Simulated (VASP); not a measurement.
# IrS (I4mm) in VASP: single point with PBEsol

Aim: the single point of IrS with PBEsol.

Program: VASP 6.6.1. These are calculated values, not measurements. Logs are shortened: lines on timing, memory, paths and dates and some standing lists are left out, and cuts for length are marked.

## 1. The cell of the first run

The structure is tetragonal, space group I4mm (No. 107). The conventional cell has a = 3.449 Å, b = 3.449 Å, c = 4.878 Å, α = 90.00°, β = 90.00°, γ = 90.00°. Within 3.1 Å of Ir (site symmetry 4mm) lie 6 S at 2.36 to 2.52 Å. S (site symmetry 4mm) has 6 Ir at 2.36 to 2.52 Å within 3.1 Å.

## 2. Single point, PBEsol (atom 2 (S) moved 0.08 Å along y)

Input file INCAR:

```
SYSTEM = IrS
PREC = Accurate ; ENCUT = 560
EDIFF = 1E-6 ; ISMEAR = 0
SIGMA = 0.05 ; LREAL = .False.
LASPH = .True. ; NELM = 120
ALGO = Normal ; ISIF = 2
LWAVE = .False. ; LCHARG = .False.
GGA = PS ; NBANDS = 18
GGA_COMPAT = .False.
```

Input file KPOINTS:

```
regular mesh
0
Gamma
  10 10 10
  0 0 0
```

Input file POSCAR:

```
IrS
1.0
    0.0000000000      2.4391161214      2.4391161214
    2.4391161214      0.0000000000      2.4391161214
    2.4391161214      2.4391161214      0.0000000000
Ir S
1 1
Direct
    0.5000000000      0.5000000000      0.5000000000
    0.0163993832     -0.0163993832      0.0163993832
```

Potentials or basis: VASP PAW PBE potentials, release 64 (Ir_sv_GW, S).

Run with:

```bash
$ cat potpaw_PBE.64/Ir_sv_GW/POTCAR potpaw_PBE.64/S/POTCAR > POTCAR
$ mpirun -np 1 vasp_std > vasp.out
```

OUTCAR:

```text
SYSTEM = IrS
   PREC = Accurate
   ENCUT = 560
   EDIFF = 1E-6
   ISMEAR = 0
   LREAL = .False.
   LASPH = .True.
   NELM = 120
   ISIF = 2
   GGA = PS

 ion  position               nearest neighbor table
   1  0.500  0.500  0.500-   2 2.36   2 2.44   2 2.44   2 2.44   2 2.44   2 2.52
   2  0.016  0.984  0.016-   1 2.36   1 2.44   1 2.44   1 2.44   1 2.44   1 2.52

  LATTYP: Found a face centered cubic cell.
 ALAT       =     4.8782322428

  Lattice vectors:

 A1 = (   0.0000000000,   2.4391161214,   2.4391161214)
 A2 = (   2.4391161214,   0.0000000000,   2.4391161214)
 A3 = (   2.4391161214,   2.4391161214,   0.0000000000)

Analysis of symmetry for initial positions (statically):
=====================================================================
 Subroutine PRICEL returns:
 Original cell was already a primitive cell.

 Routine SETGRP: Setting up the symmetry group for a
 face centered cubic supercell.

 Subroutine GETGRP returns: Found  8 space group operations
 (whereof  8 operations were pure point group operations)
 out of a pool of 48 trial point group operations.

The static configuration has the point symmetry C_4v.

Analysis of symmetry for dynamics (positions and initial velocities):
=====================================================================
 Subroutine PRICEL returns:
 Original cell was already a primitive cell.

 Routine SETGRP: Setting up the symmetry group for a
 face centered cubic supercell.

 Subroutine GETGRP returns: Found  8 space group operations
 (whereof  8 operations were pure point group operations)
 out of a pool of 48 trial point group operations.

The dynamic configuration has the point symmetry C_4v.

 Subroutine INISYM returns: Found  8 space group operations
 (whereof  8 operations are pure point group operations),
 and found     1 'primitive' translations

----------------------------------------------------------------------------------------

                                     Primitive cell

  volume of cell :      29.0220

  direct lattice vectors                    reciprocal lattice vectors
     0.000000000  2.439116121  2.439116121    -0.204992290  0.204992290  0.204992290
     2.439116121  0.000000000  2.439116121     0.204992290 -0.204992290  0.204992290
     2.439116121  2.439116121  0.000000000     0.204992290  0.204992290 -0.204992290

  length of vectors
     3.449431099  3.449431099  3.449431099     0.355057062  0.355057062  0.355057062

  position of ions in fractional coordinates (direct lattice)
     0.500000000  0.500000000  0.500000000
     0.016399383  0.983600617  0.016399383

  ion indices of the primitive-cell ions
   primitive index   ion index
                 1           1
                 2           2

----------------------------------------------------------------------------------------

 KPOINTS: regular mesh

Automatic generation of k-mesh.
 Grid dimensions read from file:
 generate k-points for:   10   10   10

 Generating k-lattice:

  Cartesian coordinates                     Fractional coordinates (reciprocal lattice)
    -0.020499229  0.020499229  0.020499229     0.100000000  0.000000000  0.000000000
     0.020499229 -0.020499229  0.020499229     0.000000000  0.100000000  0.000000000
     0.020499229  0.020499229 -0.020499229     0.000000000  0.000000000  0.100000000

  Length of vectors
     0.035505706  0.035505706  0.035505706

  Shift w.r.t. Gamma in fractional coordinates (k-lattice)
     0.000000000  0.000000000  0.000000000

 Subroutine IBZKPT returns following result:
 ===========================================

 Found    102 irreducible k-points:

 Following reciprocal coordinates:
            Coordinates               Weight
  0.000000  0.000000  0.000000      1.000000
  0.100000  0.000000  0.000000      8.000000
  0.200000  0.000000  0.000000      8.000000
  0.300000  0.000000  0.000000      8.000000
  0.400000  0.000000  0.000000      8.000000
  0.500000  0.000000  0.000000      4.000000
[... 16 lines left out ...]
 -0.100000  0.100000  0.000000      8.000000
  0.100000  0.000000 -0.100000      4.000000
 [... further k-points ...]
   k-points           NKPTS =    102   k-points in BZ     NKDIM =    102   number of bands    NBANDS=     18
   number of dos      NEDOS =    301   number of ions     NIONS =      2
   total plane-waves  NPLWV =  21952
   dimension x,y,z NGX =    28 NGY =   28 NGZ =   28
   dimension x,y,z NGXF=    56 NGYF=   56 NGZF=   56
   ions per type =               1   1
   NGX,Y,Z   is equivalent  to a cutoff of  13.49, 13.49, 13.49 a.u.
   NGXF,Y,Z  is equivalent  to a cutoff of  26.99, 26.99, 26.99 a.u.
 SYSTEM =  IrS
   PREC   = accura    normal or accurate (medium, high low for compatibility)
   ISTART =      0    job   : 0-new  1-cont  2-samecut
   ICHARG =      2    charge: 1-file 2-atom 10-const
   ISPIN  =      1    spin polarized calculation?
   LNONCOLLINEAR =      F non collinear calculations
   LSORBIT =      F    spin-orbit coupling
   LASPH  =      T    aspherical Exc in radial PAW
   ENCUT  =  560.0 eV  41.16 Ry    6.42 a.u.   6.66  6.66  6.66*2*pi/ulx,y,z
   NELM   =    120;   NELMIN=  2; NELMDL= -5     # of ELM steps
   EDIFF  = 0.1E-05   stopping-criterion for ELM
   LREAL  =      F    real-space projection
   EDIFFG = 0.1E-04   stopping-criterion for IOM
   NSW    =      0    number of steps for IOM
   IBRION =     -1    ionic relax: 0-MD 1-quasi-New 2-CG
   NFREE  =      0    steps in history (QN), initial steepest desc. (CG)
   ISIF   =      2    stress and relaxation
   ISYM   =      2    0-nonsym 1-usesym 2-fastsym
   POTIM  = 0.5000    time-step for ionic-motion
   TEBEG  =    0.0;   TEEND  =   0.0 temperature during run
   PSTRESS=    0.0 pullay stress
   NELECT =      23.0000    total number of electrons
   NUPDOWN=      -1.0000    fix difference up-down
   EMIN   =  10.00;   EMAX   =-10.00  energy-range for DOS
   EFERMI =   0.00;   METHOD = LEGACY
   ISMEAR =     0;   SIGMA  =   0.05  broadening in eV -4-tet -1-fermi 0-gaus
   EFERMI_NEDOS =   21; number of points for ismear=-14 and -15
   IALGO  =     38    algorithm
   IMIX   =      4    mixing-type and parameters
     AMIX     =   0.40;   BMIX     =  1.00
     AMIX_MAG =   1.60;   BMIX_MAG =  1.00
  volume/ion in A,a.u.               =      14.51        97.93
  Fermi-wavevector in a.u.,A,eV,Ry     =   1.514985  2.862906 31.227809  2.295179
  Thomas-Fermi vector in A             =   2.624569
   LORBIT       =      0    0 simple, 1 ext, 2 COOP (PROOUT), +10 PAW based schemes
   GGA     = PS    functional components
   LHFCALC =     F    Hartree Fock is set to
   AEXX    =    0.0000 exact exchange contribution
   IVDW    =     0    specifies the selected vdW correction
   LEPSILON=     F    determine dielectric tensor
   LRPA    =     F    only Hartree local field effects (RPA)
 non-spin polarized calculation
 Gauss-broadening in eV      SIGMA  =   0.05
  energy-cutoff  :      560.00
  volume of cell :       29.02
 maximum number of plane-waves:       893
   NGX = 13   NGY = 13   NGZ = 13

 number of electron      22.9999999 magnetization

 Free energy of the ion-electron system (eV)
  ---------------------------------------------------
  ext. energy  EPLUGINS =         0.00000000
  ---------------------------------------------------
  free energy    TOTEN  =       -14.07464565 eV

  energy without entropy =      -14.07310865  energy(sigma->0) =      -14.07387715

 E-fermi :  10.5482     XC(G=0): -12.9711

 val. band max:       10.5447367918   @ k =   0.3000   0.1000   0.5000
 cond. band min:      10.5681218170   @ k =   0.5000   0.3000   0.1000
 fundamental gap:      0.0233850251
 Fermi energy:        10.5481977970

 k-point     1 :       0.0000    0.0000    0.0000
  band No.  band energies     occupation
      1     -81.2897      2.00000
      2     -38.1528      2.00000
      3     -38.1263      2.00000
      4     -38.1263      2.00000
      5      -5.9852      2.00000
      6       7.0680      2.00000
[... 10 lines left out ...]
     17      23.2680      0.00000
     18      23.4022      0.00000

 k-point     2 :       0.1000    0.0000    0.0000
  band No.  band energies     occupation
      1     -81.2894      2.00000
      2     -38.1555      2.00000
      3     -38.1303      2.00000
      4     -38.1270      2.00000
      5      -5.8258      2.00000
      6       6.1249      2.00000
[... 10 lines left out ...]
     17      22.8004      0.00000
     18      23.1759      0.00000

 k-point     3 :       0.2000    0.0000    0.0000
  band No.  band energies     occupation
      1     -81.2889      2.00000
      2     -38.1651      2.00000
      3     -38.1383      2.00000
      4     -38.1293      2.00000
      5      -5.3703      2.00000
      6       4.7413      2.00000
[... 10 lines left out ...]
     17      21.3353      0.00000
     18      23.3651      0.00000

 k-point     4 :       0.3000    0.0000    0.0000
  band No.  band energies     occupation
      1     -81.2880      2.00000
      2     -38.1807      2.00000
      3     -38.1443      2.00000
      4     -38.1317      2.00000
      5      -4.6968      2.00000
      6       3.1822      2.00000
[... 10 lines left out ...]
     17      19.5082      0.00000
     18      24.0632      0.00000

 k-point     5 :       0.4000    0.0000    0.0000
  band No.  band energies     occupation
      1     -81.2875      2.00000
      2     -38.1952      2.00000
      3     -38.1477      2.00000
      4     -38.1337      2.00000
      5      -3.9926      2.00000
      6       1.9035      2.00000
[... 10 lines left out ...]
     17      20.7460      0.00000
     18      23.5404      0.00000

 k-point     6 :       0.5000    0.0000    0.0000
  band No.  band energies     occupation
      1     -81.2871      2.00000
      2     -38.2005      2.00000
      3     -38.1487      2.00000
      4     -38.1344      2.00000
      5      -3.6526      2.00000
      6       1.3690      2.00000
[... 10 lines left out ...]
     17      21.4536      0.00000
     18      23.3043      0.00000

 k-point     7 :       0.1000    0.1000    0.0000
  band No.  band energies     occupation
      1     -81.2894      2.00000
      2     -38.1549      2.00000
      3     -38.1322      2.00000
      4     -38.1284      2.00000
      5      -5.7778      2.00000
      6       5.5750      2.00000
[... 10 lines left out ...]
     17      22.3309      0.00000
     18      23.6403      0.00000

 k-point     8 :       0.1000    0.0000    0.1000
  band No.  band energies     occupation
      1     -81.2894      2.00000
      2     -38.1587      2.00000
      3     -38.1284      2.00000
      4     -38.1284      2.00000
      5      -5.7768      2.00000
      6       5.5354      2.00000
[... 10 lines left out ...]
     17      22.2933      0.00000
     18      23.5099      0.00000
[... 229 lines left out ...]
     17      19.7049      0.00000
     18      22.9898      0.00000

 k-point    20 :       0.1000    0.0000   -0.3000
  band No.  band energies     occupation
      1     -81.2879      2.00000
      2     -38.1832      2.00000
      3     -38.1534      2.00000
      4     -38.1321      2.00000
      5      -4.3936      2.00000
      6       2.6790      2.00000
[... 10 lines left out ...]
     17      19.7278      0.00000
     18      23.0411      0.00000

 k-point    21 :      -0.2000    0.1000    0.0000
  band No.  band energies     occupation
      1     -81.2885      2.00000
      2     -38.1729      2.00000
      3     -38.1390      2.00000
      4     -38.1339      2.00000
      5      -5.0571      2.00000
      6       3.9394      2.00000
[... 10 lines left out ...]
     17      20.8419      0.00000
     18      23.0312      0.00000

 k-point    22 :       0.1000    0.0000   -0.2000
  band No.  band energies     occupation
      1     -81.2885      2.00000
      2     -38.1665      2.00000
      3     -38.1497      2.00000
      4     -38.1295      2.00000
      5      -5.0591      2.00000
      6       3.9404      2.00000
[... 10 lines left out ...]
     17      20.7902      0.00000
     18      23.1354      0.00000

 k-point    23 :      -0.1000    0.1000    0.0000
  band No.  band energies     occupation
      1     -81.2892      2.00000
      2     -38.1616      2.00000
      3     -38.1324      2.00000
      4     -38.1307      2.00000
      5      -5.5721      2.00000
      6       5.2054      2.00000
[... 10 lines left out ...]
     17      22.8642      0.00000
     18      23.3429      0.00000

 k-point    24 :       0.1000    0.0000   -0.1000
  band No.  band energies     occupation
      1     -81.2892      2.00000
      2     -38.1572      2.00000
      3     -38.1399      2.00000
      4     -38.1275      2.00000
      5      -5.5731      2.00000
      6       5.2149      2.00000
[... 10 lines left out ...]
     17      22.8086      0.00000
     18      23.5583      0.00000

 [... further k-points ...]
[... 5 lines left out ...]
  --------------------------------------------------------------------------------------
  -------------------------------------------------------------------------------------
  Total       -0.1841644      0.2451162     -0.1841644     -0.0000000     -0.0000000      0.0000000
  in kB      -10.1669045     13.5317859    -10.1669045     -0.0000000     -0.0000000      0.0000000
  external PRESSURE =      -2.2673410 kB  Pullay stress =       0.0000000 kB

 VOLUME and BASIS-vectors are now :
 -----------------------------------------------------------------------------
  energy-cutoff  :      560.00
  volume of cell :       29.02
      direct lattice vectors                 reciprocal lattice vectors
     0.000000000  2.439116121  2.439116121    -0.204992290  0.204992290  0.204992290
     2.439116121  0.000000000  2.439116121     0.204992290 -0.204992290  0.204992290
     2.439116121  2.439116121  0.000000000     0.204992290  0.204992290 -0.204992290

 POSITION                                       TOTAL-FORCE (eV/Angst)
 -----------------------------------------------------------------------------------
      2.43912      2.43912      2.43912         0.000000     -0.110114      0.000000
      2.43912      0.08000      2.43912         0.000000      0.110114      0.000000
 -----------------------------------------------------------------------------------
    total drift:                                0.000000      0.000045     -0.000000

  FREE ENERGIE OF THE ION-ELECTRON SYSTEM (eV)
  ---------------------------------------------------
  free  energy   TOTEN  =       -14.0746456458 eV

  energy  without entropy=      -14.0731086532  energy(sigma->0) =      -14.07387715
```

It took 59 s on 1 thread of Intel Xeon 6975P-C (Granite Rapids), shared host; peak memory 0.2 GiB.

What came out:

| Item | Value |
| --- | --- |
| Free energy | -14.0746 eV |
| Pressure | -0.2 GPa |
| Largest force | 0.110 eV/Å |
| Band gap on the k mesh | zero (an odd number of electrons rules out a gap without spin polarisation) |

Forces on the atoms (eV/Å):
```
Ir   0.000 -0.110  0.000
S    0.000  0.110  0.000
```

Caveat: the cell differs from its parent crystal (atom 2 (S) moved 0.08 Å along y); the PAW data sets were made with another functional, which shifts forces and pressure a little; spin-orbit coupling is left out, which moves the levels of the heavy elements; an odd number of electrons without spin polarisation forces a metal; a magnetic or distorted state may lie lower.

The gap in the log of VASP goes by the Fermi energy; the results here count the filled bands.